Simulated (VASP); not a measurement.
Write the native input for VASP 6.6.1 that does the following.

| Item | Value |
| --- | --- |
| Task | relaxation of cell and atoms |
| Functional | PBEsol |
| Potentials or basis | VASP PAW PBE potentials, release 64 (Ge_d) |
| Cutoff | 500 eV |
| k mesh | 6 × 6 × 6 |
| Occupations | fermi-dirac, width 0.03 eV |
| Spin | no spin polarisation |
| Dipole correction | no |
| Further INCAR settings | ALGO = Normal; EDIFF = 1e-07; IBRION = 2; EDIFFG = -0.01; NSW = 100; ISIF = 3 |

The structure of Ge lies in POSCAR:

```
Ge
1.0
    0.0000000000      2.7712812921      2.7712812921
    2.7712812921      0.0000000000      2.7712812921
    2.7712812921      2.7712812921      0.0000000000
Ge
2
Direct
    0.0000000000      0.0000000000      0.0000000000
    0.2500000000      0.2500000000      0.2500000000
```

These files were run (other wordings do the same):

INCAR

```
PREC = Accurate ; ENCUT = 500
EDIFF = 1E-7 ; ISMEAR = -1
SIGMA = 0.03 ; LREAL = F
LASPH = T ; NELM = 120
ALGO = Normal ; ISIF = 3
LWAVE = F ; LCHARG = F
GGA = PS ; IBRION = 2
NSW = 100 ; EDIFFG = -0.01
GGA_COMPAT = F ; NELMIN = 4
```

KPOINTS

```
regular mesh
0
Gamma
  6 6 6
```

Potentials or basis: VASP PAW PBE potentials, release 64 (Ge_d).

The run is started by

```console
$ cat potpaw_PBE.64/Ge_d/POTCAR > POTCAR
$ mpirun -np 1 vasp_std > vasp.out
```

It gave:

```json
{"Relaxed volume": "22.81 Å³/atom", "Relaxed cell": "a = 4.011 Å, b = 4.011 Å, c = 4.011 Å, α = 60.00°, β = 60.00°, γ = 60.00°", "Space group after relaxing (to 0.05 Å)": "Fd-3m (No. 227)", "Energy gained by relaxing": "23.4 meV/atom", "Ionic steps": "4", "Pressure after relaxing": "0.0 GPa", "Band gap on the k mesh": "zero (filled and empty bands touch)"}
```

Caveat: the PAW data sets were made with another functional, which shifts forces and pressure a little.

It took 89 s on 1 thread of Intel Xeon 8259CL, with other jobs on the host, peak memory 0.17 GiB.
